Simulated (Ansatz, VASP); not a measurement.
One calculation of Ti12N12O, two programs

```
CELL_PARAMETERS angstrom
5.94736 0.00000 0.00000
0.00000 5.94736 0.00000
0.00000 0.00000 21.55336
ATOMIC_POSITIONS crystal
Ti 0.25000 0.25000 0.18559
Ti 0.25000 0.75000 0.18559
Ti 0.75000 0.25000 0.18559
Ti 0.75000 0.75000 0.18559
Ti 0.00000 0.00000 0.28148
Ti 0.00000 0.50000 0.28148
Ti 0.50000 0.00000 0.28148
Ti 0.50000 0.50000 0.28148
Ti 0.25000 0.25000 0.37331
Ti 0.25000 0.75000 0.37331
Ti 0.75000 0.25000 0.37331
Ti 0.75000 0.75000 0.37331
N 0.00000 0.00000 0.18559
N 0.00000 0.50000 0.18559
N 0.50000 0.00000 0.18559
N 0.50000 0.50000 0.18559
N 0.25000 0.25000 0.27997
N 0.25000 0.75000 0.27997
N 0.75000 0.25000 0.27997
N 0.75000 0.75000 0.27997
N 0.00000 0.00000 0.38293
N 0.00000 0.50000 0.38293
N 0.50000 0.00000 0.38293
N 0.50000 0.50000 0.38293
O 0.16667 0.16667 0.49892
```

Alike in both runs: task single point; functional PBE; dispersion D3(BJ); k mesh 5 × 5 × 1; occupations gaussian, width 0.1 eV; no spin polarisation.

```csv
,VASP,Ansatz
version,VASP 6.6.1,Ansatz 0.2.0
potentials or method,"VASP PAW PBE potentials, release 64 (Ti_sv, N, O), cutoff 520 eV","scalar-relativistic, plane waves, PAW"
valence electrons in the cell,210,210
```

Ansatz gave:

```
gap on the k mesh at the Fermi level (eV)  : none
rms of the force components (eV/Å)         : 0.785
work function, face that differs most (eV) : 7.08
```

Question: Which values does VASP return?

Answer: gap on the k mesh at the Fermi level (eV): none; rms of the force components (eV/Å): 0.786; work function, face that differs most (eV): 7.09.

A gap of «none» marks a metal or a gap that the smearing closes. Ansatz's warnings: vacuum below fermi.
